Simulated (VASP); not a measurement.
A run of VASP 6.6.1 is set up as follows.

The input INCAR:

```
SYSTEM = TaGe3Ru
PREC = Accurate ; ENCUT = 520
EDIFF = 1E-6 ; ISMEAR = 0
SIGMA = 0.1 ; LREAL = .False.
LASPH = .True. ; NELM = 100
ALGO = Normal ; ISIF = 2
LWAVE = .False. ; LCHARG = .True.
GGA = PE ; LELF = .True.
LVHAR = .True. ; NBANDS = 42
```

Contents of KPOINTS:

```
regular mesh
0
Gamma
  12 12 8
  0 0 0
```

POSCAR

```
TaGe3Ru
1.0
    5.4026872319      0.0000000000      0.0000000000
   -2.7013436160      4.6788643915      0.0000000000
    0.0000000000      0.0000000000      4.7314296042
Ta Ge Ru
1 3 1
Direct
    0.0000000000      0.0000000000      0.5000000000
    0.5000000000      0.0000000000      0.0000000000
    0.0000000000      0.5000000000      0.0000000000
    0.5000000000      0.5000000000      0.0000000000
    0.0000000000      0.0000000000      0.0000000000
```

Potentials or basis: VASP PAW PBE potentials, release 64 (Ta_pv, Ge_d, Ru_pv).

Run with:

```console
$ cat potpaw_PBE.64/Ta_pv/POTCAR potpaw_PBE.64/Ge_d/POTCAR potpaw_PBE.64/Ru_pv/POTCAR > POTCAR
$ mpirun -np 1 vasp_std > vasp.out
```

Q: What does it give for the band gap on the k mesh?

A: Zero (an odd number of electrons rules out a gap without spin polarisation).

Q: What does it give for the pressure?

A: 0.2 GPa.

Stress tensor (GPa, compression positive):
```
0.05 0.00 0.00
0.00 0.05 0.00
0.00 0.00 0.37
```

Caveat: spin-orbit coupling is left out, which moves the levels of the heavy elements.
